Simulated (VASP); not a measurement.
# Tl (C2/m) in VASP: single point with PBE

Aim: the single point of Tl with PBE.

All numbers are computed with VASP 6.6.1; they aren't measurements. Logs are shortened: lines on timing, memory, paths and dates and some standing lists are left out, and cuts for length are marked.

## Step 1: The cell of the first run

It takes space group C2/m (No. 12, monoclinic). Conventional cell: a = 6.162 Å, b = 3.634 Å, c = 8.618 Å, α = 90.00°, β = 102.52°, γ = 90.00°. Within 4.6 Å of Tl (site symmetry 2/m) lie 12 Tl at 3.47 to 3.63 Å. Within 4.5 Å of Tl (site symmetry m) lie 12 Tl at 3.42 to 3.63 Å.

## Step 2: Single point, PBE

Contents of INCAR:

```
SYSTEM = Tl
ALGO = Fast
EDIFF = 1E-6
ENCUT = 520
GGA = PE
ISIF = 2
ISMEAR = 0
LASPH = .TRUE.
LCHARG = .FALSE.
LREAL = .FALSE.
LWAVE = .FALSE.
NBANDS = 26
NELM = 100
PREC = Accurate
SIGMA = 0.1
```

Contents of KPOINTS:

```
k-points
0
G
  14 14 6
  0 0 0
```

Contents of POSCAR:

```
Tl
1.0
    3.0808609863     -1.8172151312      0.0423296396
    3.0808609863      1.8172151312      0.0423296396
   -1.9830605072      0.0000000000      8.3866492067
Tl
3
Direct
    0.0000000000      0.0000000000      0.0000000000
    0.2236907642      0.2236907642      0.6631144015
    0.7763092358      0.7763092358      0.3368855985
```

Potentials or basis: VASP PAW PBE potentials, release 64 (Tl_d).

Started as:

```
$ cat potpaw_PBE.64/Tl_d/POTCAR > POTCAR
$ mpirun -np 1 vasp_std > vasp.out
```

OUTCAR:

```text
SYSTEM = Tl
   EDIFF = 1E-6
   ENCUT = 520
   GGA = PE
   ISIF = 2
   ISMEAR = 0
   LASPH = .TRUE.
   LREAL = .FALSE.
   NELM = 100
   PREC = Accurate

 ion  position               nearest neighbor table
   1  0.000  0.000  0.000-   2 3.47   3 3.47   3 3.53   3 3.53   2 3.53   2 3.53
   2  0.224  0.224  0.663-   3 3.42   3 3.42   1 3.47   3 3.48   1 3.53   1 3.53
   3  0.776  0.776  0.337-   2 3.42   2 3.42   1 3.47   2 3.48   1 3.53   1 3.53

  LATTYP: Found a base centered monoclinic cell.
 ALAT       =     6.1623035353
 B/A-ratio  =     0.5897843625
 C/A-ratio  =     1.3984887853
 COS(beta)  =    -0.2167178515

  Lattice vectors:

 A1 = (   3.0808609863,  -1.8172151312,   0.0423296396)
 A2 = (   3.0808609863,   1.8172151312,   0.0423296396)
 A3 = (  -1.9830605072,   0.0000000000,   8.3866492067)

Analysis of symmetry for initial positions (statically):
=====================================================================
 Subroutine PRICEL returns:
 Original cell was already a primitive cell.

 Routine SETGRP: Setting up the symmetry group for a
 base centered monoclinic supercell.

 Subroutine GETGRP returns: Found  4 space group operations
 (whereof  4 operations were pure point group operations)
 out of a pool of  4 trial point group operations.

The static configuration has the point symmetry C_2h.

Analysis of symmetry for dynamics (positions and initial velocities):
=====================================================================
 Subroutine PRICEL returns:
 Original cell was already a primitive cell.

 Routine SETGRP: Setting up the symmetry group for a
 base centered monoclinic supercell.

 Subroutine GETGRP returns: Found  4 space group operations
 (whereof  4 operations were pure point group operations)
 out of a pool of  4 trial point group operations.

The dynamic configuration has the point symmetry C_2h.

 Subroutine INISYM returns: Found  4 space group operations
 (whereof  4 operations are pure point group operations),
 and found     1 'primitive' translations

----------------------------------------------------------------------------------------

                                     Primitive cell

  volume of cell :      94.2119

  direct lattice vectors                    reciprocal lattice vectors
     3.080860986 -1.817215131  0.042329640     0.161766751 -0.275146289  0.038250468
     3.080860986  1.817215131  0.042329640     0.161766751  0.275146289  0.038250468
    -1.983060507  0.000000000  8.386649207    -0.001632959  0.000000000  0.118851012

  length of vectors
     3.577117142  3.577117142  8.617912386     0.321460823  0.321460823  0.118862229

  position of ions in fractional coordinates (direct lattice)
     0.000000000  0.000000000  0.000000000
     0.223690764  0.223690764  0.663114402
     0.776309236  0.776309236  0.336885598

  ion indices of the primitive-cell ions
   primitive index   ion index
                 1           1
                 2           2
                 3           3

----------------------------------------------------------------------------------------

 KPOINTS: k-points

Automatic generation of k-mesh.
 Grid dimensions read from file:
 generate k-points for:   14   14    6

 Generating k-lattice:

  Cartesian coordinates                     Fractional coordinates (reciprocal lattice)
     0.011554768 -0.019653306  0.002732176     0.071428571  0.000000000  0.000000000
     0.011554768  0.019653306  0.002732176     0.000000000  0.071428571  0.000000000
    -0.000272160  0.000000000  0.019808502     0.000000000  0.000000000  0.166666667

  Length of vectors
     0.022961487  0.022961487  0.019810372

  Shift w.r.t. Gamma in fractional coordinates (k-lattice)
     0.000000000  0.000000000  0.000000000

 Subroutine IBZKPT returns following result:
 ===========================================

 Found    324 irreducible k-points:

 Following reciprocal coordinates:
            Coordinates               Weight
  0.000000  0.000000  0.000000      1.000000
  0.071429  0.000000  0.000000      4.000000
  0.142857  0.000000 -0.000000      4.000000
  0.214286 -0.000000  0.000000      4.000000
  0.285714  0.000000  0.000000      4.000000
  0.357143  0.000000  0.000000      4.000000
[... 16 lines left out ...]
  0.214286  0.142857 -0.000000      4.000000
  0.285714  0.142857  0.000000      4.000000
 [... further k-points ...]
   k-points           NKPTS =    324   k-points in BZ     NKDIM =    324   number of bands    NBANDS=     26
   number of dos      NEDOS =    301   number of ions     NIONS =      3
   total plane-waves  NPLWV =  50176
   dimension x,y,z NGX =    28 NGY =   28 NGZ =   64
   dimension x,y,z NGXF=    56 NGYF=   56 NGZF=  128
   ions per type =               3
   NGX,Y,Z   is equivalent  to a cutoff of  13.01, 13.01, 12.35 a.u.
   NGXF,Y,Z  is equivalent  to a cutoff of  26.03, 26.03, 24.69 a.u.
 SYSTEM =  Tl
   PREC   = accura    normal or accurate (medium, high low for compatibility)
   ISTART =      0    job   : 0-new  1-cont  2-samecut
   ICHARG =      2    charge: 1-file 2-atom 10-const
   ISPIN  =      1    spin polarized calculation?
   LNONCOLLINEAR =      F non collinear calculations
   LSORBIT =      F    spin-orbit coupling
   LASPH  =      T    aspherical Exc in radial PAW
   ENCUT  =  520.0 eV  38.22 Ry    6.18 a.u.   6.65  6.65 16.02*2*pi/ulx,y,z
   NELM   =    100;   NELMIN=  2; NELMDL= -5     # of ELM steps
   EDIFF  = 0.1E-05   stopping-criterion for ELM
   LREAL  =      F    real-space projection
   EDIFFG = 0.1E-04   stopping-criterion for IOM
   NSW    =      0    number of steps for IOM
   IBRION =     -1    ionic relax: 0-MD 1-quasi-New 2-CG
   NFREE  =      0    steps in history (QN), initial steepest desc. (CG)
   ISIF   =      2    stress and relaxation
   ISYM   =      2    0-nonsym 1-usesym 2-fastsym
   POTIM  = 0.5000    time-step for ionic-motion
   TEBEG  =    0.0;   TEEND  =   0.0 temperature during run
   PSTRESS=    0.0 pullay stress
   NELECT =      39.0000    total number of electrons
   NUPDOWN=      -1.0000    fix difference up-down
   EMIN   =  10.00;   EMAX   =-10.00  energy-range for DOS
   EFERMI =   0.00;   METHOD = LEGACY
   ISMEAR =     0;   SIGMA  =   0.10  broadening in eV -4-tet -1-fermi 0-gaus
   EFERMI_NEDOS =   21; number of points for ismear=-14 and -15
   IALGO  =     68    algorithm
   IMIX   =      4    mixing-type and parameters
     AMIX     =   0.40;   BMIX     =  1.00
     AMIX_MAG =   1.60;   BMIX_MAG =  1.00
  volume/ion in A,a.u.               =      31.40       211.92
  Fermi-wavevector in a.u.,A,eV,Ry     =   1.220097  2.305650 20.254146  1.488638
  Thomas-Fermi vector in A             =   2.355327
   LORBIT       =      0    0 simple, 1 ext, 2 COOP (PROOUT), +10 PAW based schemes
   GGA     = PE    functional components
   LHFCALC =     F    Hartree Fock is set to
   AEXX    =    0.0000 exact exchange contribution
   IVDW    =     0    specifies the selected vdW correction
   LEPSILON=     F    determine dielectric tensor
   LRPA    =     F    only Hartree local field effects (RPA)
 non-spin polarized calculation
 RMM-DIIS sequential band-by-band and
 Gauss-broadening in eV      SIGMA  =   0.10
  energy-cutoff  :      520.00
  volume of cell :       94.21
 maximum number of plane-waves:      2565
   NGX = 13   NGY = 13   NGZ = 33

 number of electron      39.0000005 magnetization

 Free energy of the ion-electron system (eV)
  ---------------------------------------------------
  ext. energy  EPLUGINS =         0.00000000
  ---------------------------------------------------
  free energy    TOTEN  =        -6.64966954 eV

  energy without entropy =       -6.64150379  energy(sigma->0) =       -6.64558667

 E-fermi :   5.7009     XC(G=0):  -9.7283

 val. band max:        5.6998265841   @ k =  -0.0714   0.4286   0.3333
 cond. band min:       5.7025370629   @ k =  -0.2143   0.2857   0.3333
 fundamental gap:      0.0027104788
 Fermi energy:         5.7008867813

 k-point     1 :       0.0000    0.0000    0.0000
  band No.  band energies     occupation
      1      -5.9498      2.00000
      2      -5.9272      2.00000
      3      -5.8910      2.00000
      4      -5.8590      2.00000
      5      -5.8567      2.00000
      6      -5.8261      2.00000
[... 18 lines left out ...]
     25      14.5728      0.00000
     26      14.7876      0.00000

 k-point     2 :       0.0714    0.0000    0.0000
  band No.  band energies     occupation
      1      -5.9459      2.00000
      2      -5.9211      2.00000
      3      -5.8880      2.00000
      4      -5.8658      2.00000
      5      -5.8480      2.00000
      6      -5.8224      2.00000
[... 18 lines left out ...]
     25      13.9606      0.00000
     26      14.9349      0.00000

 k-point     3 :       0.1429    0.0000   -0.0000
  band No.  band energies     occupation
      1      -5.9521      2.00000
      2      -5.9319      2.00000
      3      -5.8734      2.00000
      4      -5.8580      2.00000
      5      -5.8310      2.00000
      6      -5.8152      2.00000
[... 18 lines left out ...]
     25      12.5508      0.00000
     26      14.5421      0.00000

 k-point     4 :       0.2143   -0.0000    0.0000
  band No.  band energies     occupation
      1      -5.9832      2.00000
      2      -5.9587      2.00000
      3      -5.8788      2.00000
      4      -5.8377      2.00000
      5      -5.8297      2.00000
      6      -5.8233      2.00000
[... 18 lines left out ...]
     25      11.7421      0.00000
     26      13.8040      0.00000
[... 496 lines left out ...]
      1      -5.9498      2.00000
      2      -5.8970      2.00000
      3      -5.8647      2.00000
      4      -5.8532      2.00000
      5      -5.8380      2.00000
      6      -5.8098      2.00000
[... 18 lines left out ...]
     25      12.7396      0.00000
     26      14.3981      0.00000

 k-point    23 :       0.2143    0.1429   -0.0000
  band No.  band energies     occupation
      1      -5.9536      2.00000
      2      -5.9114      2.00000
      3      -5.8843      2.00000
      4      -5.8433      2.00000
      5      -5.8239      2.00000
      6      -5.8029      2.00000
[... 18 lines left out ...]
     25      12.5587      0.00000
     26      13.4097      0.00000

 k-point    24 :       0.2857    0.1429    0.0000
  band No.  band energies     occupation
      1      -5.9554      2.00000
      2      -5.9375      2.00000
      3      -5.9099      2.00000
      4      -5.8528      2.00000
      5      -5.8229      2.00000
      6      -5.8086      2.00000
[... 18 lines left out ...]
     25      11.2743      0.00000
     26      12.8061      0.00000

 [... further k-points ...]

------------------------ aborting loop because EDIFF is reached ----------------------------------------

  FORCE on cell =-STRESS in cart. coord.  units (eV):
  Direction    XX          YY          ZZ          XY          YZ          ZX
  --------------------------------------------------------------------------------------
  -------------------------------------------------------------------------------------
  Total       -0.0054111     -0.0737899     -0.0146716      0.0000000      0.0000000     -0.0016479
  in kB       -0.0920225     -1.2548798     -0.2495064      0.0000000      0.0000000     -0.0280243
  external PRESSURE =      -0.5321363 kB  Pullay stress =       0.0000000 kB

 VOLUME and BASIS-vectors are now :
 -----------------------------------------------------------------------------
  energy-cutoff  :      520.00
  volume of cell :       94.21
      direct lattice vectors                 reciprocal lattice vectors
     3.080860986 -1.817215131  0.042329640     0.161766751 -0.275146289  0.038250468
     3.080860986  1.817215131  0.042329640     0.161766751  0.275146289  0.038250468
    -1.983060507  0.000000000  8.386649207    -0.001632959  0.000000000  0.118851012

 POSITION                                       TOTAL-FORCE (eV/Angst)
 -----------------------------------------------------------------------------------
      0.00000      0.00000      0.00000        -0.000000     -0.000000      0.000000
      0.06332      0.00000      5.58025         0.001005      0.000000     -0.001969
      4.11534      0.00000      2.89106        -0.001005      0.000000      0.001969
 -----------------------------------------------------------------------------------
    total drift:                                0.000000      0.000000      0.000000

  FREE ENERGIE OF THE ION-ELECTRON SYSTEM (eV)
  ---------------------------------------------------
  free  energy   TOTEN  =        -6.6496695439 eV

  energy  without entropy=       -6.6415037925  energy(sigma->0) =       -6.64558667
```

It took 4.1 min on 1 thread of AMD EPYC 9R45 (Zen 5), shared host; peak memory 0.63 GiB.

Results:

```
Free energy            : -6.6497 eV
Pressure               : -0.1 GPa
Band gap on the k mesh : zero (an odd number of electrons rules out a gap without spin polarisation)
```

Forces on the atoms (eV/Å):
```
Tl   0.000  0.000  0.000
Tl   0.001  0.000 -0.002
Tl  -0.001  0.000  0.002
```

Caveat: spin-orbit coupling is left out, which moves the levels of the heavy elements.
